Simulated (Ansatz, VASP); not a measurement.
# MgBe2SeO2 in VASP and in Ansatz

```
Mg Be Se O
1.0
     2.40939   -4.01116    0.00000
     2.40939    4.01116    0.00000
     0.00000    0.00000    3.88135
Mg Be Se O
1 2 1 2
Direct
  0.50000 0.50000 0.50000
  0.50000 0.00000 0.50000
  0.00000 0.50000 0.50000
  0.00000 0.00000 0.00000
  0.66418 0.33582 0.00000
  0.33582 0.66418 0.00000
```

Change from the starting cell: species swapped into the CeAlCu2Ni2 type (Cmmm, No. 65).

Alike in both runs: task single point; functional PBE; k mesh 4 × 4 × 4; occupations gaussian, width 0.1 eV; no spin polarisation.

|  | VASP | Ansatz |
| --- | --- | --- |
| version | VASP 6.6.1 | Ansatz 0.2.0 |
| potentials or method | VASP PAW PBE potentials, release 64 (Mg, Be, Se, O), cutoff 520 eV | scalar-relativistic, plane waves, PAW |
| valence electrons in the cell | 24 | 42 |

|  | VASP | Ansatz | Ansatz less VASP |
| --- | --- | --- | --- |
| gap on the k mesh at the Fermi level (eV) | none | none | - |
| pressure (GPa) | -5.1 | -5.0 | +0.12 |
| traceless stress, the component that is largest in VASP (GPa) | -34.82 | -34.76 | +0.059 |
| rms of the force components (eV/Å) | 0.072 | 0.074 | +0.0020 |

Atom by atom the forces differ by 0.002 eV/Å (rms over components). A gap of «none» marks a metal or a gap that the smearing closes. VASP's potentials hold 24 valence electrons a cell and Ansatz's 42, so a difference there can come from the potentials and not from the codes.

The k mesh is coarse, so the values compare programs but aren't converged.
